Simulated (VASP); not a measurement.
# SiO2 (Pnnm) in VASP: a series of runs

The runs below take SiO2 through single point, with PBE.

Everything below comes from runs of VASP 6.6.1. Logs are shortened: lines on timing, memory, paths and dates and some standing lists are left out, and cuts for length are marked.

### 1 The cell of the first run

Symmetry: Pnnm, No. 58, orthorhombic system. The conventional cell has a = 4.137 Å, b = 4.236 Å, c = 2.690 Å, α = 90.00°, β = 90.00°, γ = 90.00°. Within 2.3 Å of Si (site symmetry 2/m) lie 6 O at 1.76 to 1.82 Å. Within 2.3 Å of O (site symmetry m) lie 3 Si at 1.76 to 1.82 Å and 1 O at 2.29 Å.

### 2 Single point, PBE (atoms displaced along a vibrational mode, the cell strained)

The input, INCAR:

```
SYSTEM = SiO2
PREC = Accurate ; ENCUT = 520
EDIFF = 1E-6 ; ISMEAR = 0
SIGMA = 0.05 ; LREAL = .FALSE.
LASPH = .TRUE. ; NELM = 60
ALGO = Normal ; ISIF = 2
LWAVE = .FALSE. ; LCHARG = .FALSE.
GGA = PE ; NBANDS = 25
```

The input, KPOINTS:

```
Automatic mesh
0
G
  6 6 8
  0 0 0
```

The input, POSCAR:

```
SiO2
1.0
    4.2358788266      0.0000000000      0.0000000000
    0.0000000000      4.1371828499      0.0000000000
    0.0000000000      0.0000000000      2.6897743046
Si O
2 4
Direct
    0.5000000000      0.5000000000      0.5000000000
    0.0000000000      0.0000000000      0.0000000000
    0.6836979468      0.7023276386      0.0000000000
    0.1836979468      0.7976723614      0.5000000000
    0.3163020532      0.2976723614      0.0000000000
    0.8163020532      0.2023276386      0.5000000000
```

Potentials or basis: VASP PAW PBE potentials, release 64 (Si, O).

Command:

```console
$ cat potpaw_PBE.64/Si/POTCAR potpaw_PBE.64/O/POTCAR > POTCAR
$ mpirun -np 1 vasp_std > vasp.out
```

OUTCAR:

```text
SYSTEM = SiO2
   PREC = Accurate
   ENCUT = 520
   EDIFF = 1E-6
   ISMEAR = 0
   LREAL = .FALSE.
   LASPH = .TRUE.
   NELM = 60
   ISIF = 2
   GGA = PE

 ion  position               nearest neighbor table
   1  0.500  0.500  0.500-   3 1.76   5 1.76   3 1.76   5 1.76   4 1.82   6 1.82
   2  0.000  0.000  0.000-   4 1.76   6 1.76   4 1.76   6 1.76   5 1.82   3 1.82
   3  0.684  0.702  0.000-   1 1.76   1 1.76   2 1.82
   4  0.184  0.798  0.500-   2 1.76   2 1.76   1 1.82
   5  0.316  0.298  0.000-   1 1.76   1 1.76   2 1.82
   6  0.816  0.202  0.500-   2 1.76   2 1.76   1 1.82

  LATTYP: Found a simple orthorhombic cell.
 ALAT       =     2.6897743046
 B/A-ratio  =     1.5381152399
 C/A-ratio  =     1.5748082727

  Lattice vectors:

 A1 = (   0.0000000000,   0.0000000000,  -2.6897743046)
 A2 = (   0.0000000000,   4.1371828499,   0.0000000000)
 A3 = (   4.2358788266,   0.0000000000,   0.0000000000)

Analysis of symmetry for initial positions (statically):
=====================================================================
 Subroutine PRICEL returns:
 Original cell was already a primitive cell.

 Routine SETGRP: Setting up the symmetry group for a
 simple orthorhombic supercell.

 Subroutine GETGRP returns: Found  8 space group operations
 (whereof  4 operations were pure point group operations)
 out of a pool of  8 trial point group operations.

The static configuration has the point symmetry C_2h.
 The point group associated with its full space group is D_2h.

Analysis of symmetry for dynamics (positions and initial velocities):
=====================================================================
 Subroutine PRICEL returns:
 Original cell was already a primitive cell.

 Routine SETGRP: Setting up the symmetry group for a
 simple orthorhombic supercell.

 Subroutine GETGRP returns: Found  8 space group operations
 (whereof  4 operations were pure point group operations)
 out of a pool of  8 trial point group operations.

The dynamic configuration has the point symmetry C_2h.
 The point group associated with its full space group is D_2h.

 Subroutine INISYM returns: Found  8 space group operations
 (whereof  4 operations are pure point group operations),
 and found     1 'primitive' translations

----------------------------------------------------------------------------------------

                                     Primitive cell

  volume of cell :      47.1372
[... 99 lines left out ...]
   EDIFFG = 0.1E-04   stopping-criterion for IOM
   NSW    =      0    number of steps for IOM
   IBRION =     -1    ionic relax: 0-MD 1-quasi-New 2-CG
   NFREE  =      0    steps in history (QN), initial steepest desc. (CG)
   ISIF   =      2    stress and relaxation
   ISYM   =      2    0-nonsym 1-usesym 2-fastsym
   POTIM  = 0.5000    time-step for ionic-motion
   TEBEG  =    0.0;   TEEND  =   0.0 temperature during run
   PSTRESS=    0.0 pullay stress
   NELECT =      32.0000    total number of electrons
   NUPDOWN=      -1.0000    fix difference up-down
   EMIN   =  10.00;   EMAX   =-10.00  energy-range for DOS
   EFERMI =   0.00;   METHOD = LEGACY
   ISMEAR =     0;   SIGMA  =   0.05  broadening in eV -4-tet -1-fermi 0-gaus
   EFERMI_NEDOS =   21; number of points for ismear=-14 and -15
   IALGO  =     38    algorithm
   IMIX   =      4    mixing-type and parameters
     AMIX     =   0.40;   BMIX     =  1.00
     AMIX_MAG =   1.60;   BMIX_MAG =  1.00
  volume/ion in A,a.u.               =       7.86        53.02
  Fermi-wavevector in a.u.,A,eV,Ry     =   1.438810  2.718957 28.166432  2.070174
  Thomas-Fermi vector in A             =   2.557735
   LORBIT       =      0    0 simple, 1 ext, 2 COOP (PROOUT), +10 PAW based schemes
   GGA     = PE    functional components
   LHFCALC =     F    Hartree Fock is set to
   AEXX    =    0.0000 exact exchange contribution
   IVDW    =     0    specifies the selected vdW correction
   LEPSILON=     F    determine dielectric tensor
   LRPA    =     F    only Hartree local field effects (RPA)
 non-spin polarized calculation
 Gauss-broadening in eV      SIGMA  =   0.05
  energy-cutoff  :      520.00
  volume of cell :       47.14
 maximum number of plane-waves:      1296
 NGX is ok and might be reduce to    32
   NGX = 15   NGY = 15   NGZ = 11

 number of electron      31.9999998 magnetization

 Free energy of the ion-electron system (eV)
  ---------------------------------------------------
  ext. energy  EPLUGINS =         0.00000000
  ---------------------------------------------------
  free energy    TOTEN  =       -46.27276375 eV

  energy without entropy =      -46.27276375  energy(sigma->0) =      -46.27276375

 E-fermi :   8.3228     XC(G=0): -12.2108

 val. band max:        8.0173270147   @ k =   0.0000   0.0000   0.0000
 cond. band min:      13.4549188298   @ k =   0.0000   0.0000   0.0000
 fundamental gap:      5.4375918151
 Fermi energy:         8.3227612420

 k-point     1 :       0.0000    0.0000    0.0000
  band No.  band energies     occupation
      1     -14.3697      2.00000
      2     -10.7881      2.00000
      3     -10.7319      2.00000
      4     -10.5963      2.00000
      5      -2.6462      2.00000
      6       1.5989      2.00000
[... 661 lines left out ...]
     24      20.7594      0.00000
     25      22.6629      0.00000

 [... further k-points ...]

------------------------ aborting loop because EDIFF is reached ----------------------------------------

  FORCE on cell =-STRESS in cart. coord.  units (eV):
  Direction    XX          YY          ZZ          XY          YZ          ZX
  --------------------------------------------------------------------------------------
  -------------------------------------------------------------------------------------
  Total        1.8636418      2.7837398      1.3950257      0.0000000      0.0000000      0.0000000
  in kB       63.3445046     94.6182984     47.4164155      0.0000000      0.0000000      0.0000000
  external PRESSURE =      68.4597395 kB  Pullay stress =       0.0000000 kB

 VOLUME and BASIS-vectors are now :
 -----------------------------------------------------------------------------
  energy-cutoff  :      520.00
  volume of cell :       47.14
      direct lattice vectors                 reciprocal lattice vectors
     4.235878827  0.000000000  0.000000000     0.236078519  0.000000000  0.000000000
     0.000000000  4.137182850  0.000000000     0.000000000  0.241710371  0.000000000
     0.000000000  0.000000000  2.689774305     0.000000000  0.000000000  0.371778405

 POSITION                                       TOTAL-FORCE (eV/Angst)
 -----------------------------------------------------------------------------------
      2.11794      2.06859      1.34489         0.000000     -0.000000      0.000000
      0.00000      0.00000      0.00000         0.000000     -0.000000      0.000000
      2.89606      2.90566      0.00000         0.246805      0.137944      0.000000
      0.77812      3.30012      1.34489         0.246805     -0.137944     -0.000000
      1.33982      1.23152      0.00000        -0.246805     -0.137944     -0.000000
      3.45776      0.83707      1.34489        -0.246805      0.137944      0.000000
 -----------------------------------------------------------------------------------
    total drift:                                0.000000     -0.000000      0.000000

  FREE ENERGIE OF THE ION-ELECTRON SYSTEM (eV)
  ---------------------------------------------------
  free  energy   TOTEN  =       -46.2727637537 eV

  energy  without entropy=      -46.2727637537  energy(sigma->0) =      -46.27276375
```

OSZICAR:

```text
N       E                     dE             d eps       ncg     rms          rms(c)
DAV:   1     0.132290590659E+03    0.13229E+03   -0.17741E+04  4072   0.123E+03
DAV:   2    -0.440473943127E+02   -0.17634E+03   -0.16911E+03  5092   0.278E+02
DAV:   3    -0.508556642885E+02   -0.68083E+01   -0.67801E+01  5299   0.519E+01
DAV:   4    -0.508996335467E+02   -0.43969E-01   -0.43955E-01  4715   0.485E+00
DAV:   5    -0.508999897586E+02   -0.35621E-03   -0.35615E-03  5385   0.413E-01    0.174E+01
DAV:   6    -0.462102013526E+02    0.46898E+01   -0.13197E+01  5045   0.244E+01    0.793E+00
DAV:   7    -0.462522375729E+02   -0.42036E-01   -0.74843E-01  5018   0.504E+00    0.291E+00
DAV:   8    -0.462659235986E+02   -0.13686E-01   -0.25235E-02  4947   0.137E+00    0.109E+00
DAV:   9    -0.462725689234E+02   -0.66453E-02   -0.95895E-03  5193   0.825E-01    0.261E-01
DAV:  10    -0.462727822991E+02   -0.21338E-03   -0.49547E-04  4994   0.158E-01    0.442E-02
DAV:  11    -0.462727625532E+02    0.19746E-04   -0.82407E-05  5235   0.656E-02    0.851E-03
DAV:  12    -0.462727636432E+02   -0.10900E-05   -0.56643E-06  4898   0.169E-02    0.351E-03
DAV:  13    -0.462727637537E+02   -0.11057E-06   -0.62555E-07  3414   0.579E-03
   1 F= -.46272764E+02 E0= -.46272764E+02  d E =-.609338E-20
```

Run time: 25 s. Hardware: 1 thread of Intel Xeon Platinum 8559C (Emerald Rapids), shared host; peak memory 0.19 GiB.

Results:

```
Free energy            : -46.2728 eV
Pressure               : 6.8 GPa
Largest force          : 0.283 eV/Å
Band gap on the k mesh : 5.44 eV
```

Forces on the atoms (eV/Å):
```
Si   0.000  0.000  0.000
Si   0.000  0.000  0.000
O    0.247  0.138  0.000
O    0.247 -0.138  0.000
O   -0.247 -0.138  0.000
O   -0.247  0.138  0.000
```

Stress tensor (GPa, compression positive):
```
6.33 0.00 0.00
0.00 9.46 0.00
0.00 0.00 4.74
```

Caveat: the cell differs from its parent crystal (atoms displaced along a vibrational mode, the cell strained); the cell stands under pressure.

### 3 Single point, PBE (atoms displaced along a vibrational mode, the cell strained)

The input, INCAR:

```
PREC = Accurate
ENCUT = 520
EDIFF = 1E-7
ISMEAR = 0
SIGMA = 0.05
LREAL = F
LASPH = T
NELM = 60
ALGO = Normal
ISIF = 2
LWAVE = F
LCHARG = T
GGA = PE
LELF = T
LVHAR = T
NBANDS = 25
```

The input, KPOINTS:

```
regular mesh
0
Gamma
  6 6 8
```

The input, POSCAR:

```
SiO2
1.0
    4.2358788266      0.0000000000      0.0000000000
    0.0000000000      4.1371828499      0.0000000000
    0.0000000000      0.0000000000      2.6897743046
Si O
2 4
Direct
    0.5000000000      0.5000000000      0.5000000000
    0.0000000000      0.0000000000      0.0000000000
    0.7116424844      0.6743831010      0.0000000000
    0.2116424844      0.8256168990      0.5000000000
    0.2883575156      0.3256168990      0.0000000000
    0.7883575156      0.1743831010      0.5000000000
```

Potentials or basis: VASP PAW PBE potentials, release 64 (Si, O).

Command:

```console
$ cat potpaw_PBE.64/Si/POTCAR potpaw_PBE.64/O/POTCAR > POTCAR
$ mpirun -np 1 vasp_std > vasp.out
```

It took 81 s on 1 thread of Intel Xeon 8259CL, shared host; peak memory 0.2 GiB.

It converged, with:

| Quantity | Value |
| --- | --- |
| Free energy | -46.1712 eV |
| Pressure | 6.0 GPa |
| Largest force | 0.417 eV/Å |
| Band gap on the k mesh | 5.37 eV |

Forces in eV/Å, atoms in the order of the input:
```
Si   0.000  0.000  0.000
Si   0.000  0.000  0.000
O   -0.212  0.359  0.000
O   -0.212 -0.359  0.000
O    0.212 -0.359  0.000
O    0.212  0.359  0.000
```

Stress tensor (GPa, compression positive):
```
-1.98  0.00  0.00
 0.00 15.48  0.00
 0.00  0.00  4.61
```

Levels at points of the mesh, in eV from the valence-band top:
| k point | band 13 | band 14 | band 15 | band 16 | band 17 | band 18 | band 19 | band 20 |
| --- | --- | --- | --- | --- | --- | --- | --- | --- |
| (0.00, 0.00, 0.00) | -2.45 | -0.97 | -0.55 | 0.00 | 5.37 | 6.59 | 8.22 | 8.60 |
| (0.50, 0.00, 0.00) | -2.52 | -2.52 | -0.66 | -0.66 | 7.31 | 7.31 | 8.81 | 8.81 |
| (0.00, 0.50, 0.00) | -2.67 | -2.67 | -1.23 | -1.23 | 7.66 | 7.66 | 9.04 | 9.04 |
| (0.50, 0.50, 0.00) | -2.63 | -2.63 | -2.11 | -2.11 | 7.24 | 7.24 | 9.86 | 9.86 |
| (0.00, 0.00, 0.50) | -2.97 | -2.97 | -2.48 | -2.48 | 8.84 | 8.84 | 12.48 | 12.48 |
| (0.50, 0.00, 0.50) | -2.43 | -2.43 | -1.58 | -1.58 | 8.82 | 8.82 | 9.72 | 9.72 |
| (0.00, 0.50, 0.50) | -1.92 | -1.92 | -1.72 | -1.72 | 8.47 | 8.47 | 9.78 | 9.78 |
| (0.50, 0.50, 0.50) | -1.66 | -1.66 | -1.38 | -1.38 | 7.06 | 7.06 | 10.92 | 10.92 |

Caveat: the cell differs from its parent crystal (atoms displaced along a vibrational mode, the cell strained); the stress differs along the axes, from -2 to 15 GPa. A k mesh can miss the band edges.
